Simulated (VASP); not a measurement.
Te:

```xyz
3
Lattice="4.3631 0.0000 0.0000 -2.1815 3.7785 0.0000 0.0000 0.0000 5.8031" Properties=species:S:1:pos:R:3 pbc="T T T"
Te    1.5947    2.7621    0.0000
Te   -0.5868    1.0164    3.8687
Te    1.1737    0.0000    1.9344
```

This cell differs from its parent crystal: volume scaled by 0.94.

Base run:

- Program: VASP 6.6.1
- Functional: PBEsol
- Potentials or basis: VASP PAW PBE potentials, release 64 (Te)
- Cutoff: 520 eV
- k mesh: 7 × 7 × 5
- Occupations: fermi-dirac, width 0.05 eV
- Spin: no spin polarisation

Its results: band gap on the k mesh 0.56 eV, indirect (least direct gap 0.80 eV); pressure 2.6 GPa; largest force 0.482 eV/Å.

Question: The run is repeated on the same cell with these changes: functional from PBEsol to LDA; potentials or basis from VASP PAW PBE potentials, release 64 (Te) to VASP PAW LDA potentials, release 64 (Te). What comes out?

Answer: Band gap on the k mesh 0.55 eV, indirect (least direct gap 0.78 eV); pressure 1.5 GPa; largest force 0.429 eV/Å.

Caveats: spin-orbit coupling is left out, which moves the levels of the heavy elements; the PAW data sets were made with another functional, which shifts forces and pressure a little (some runs).

A k mesh can miss the band edges.
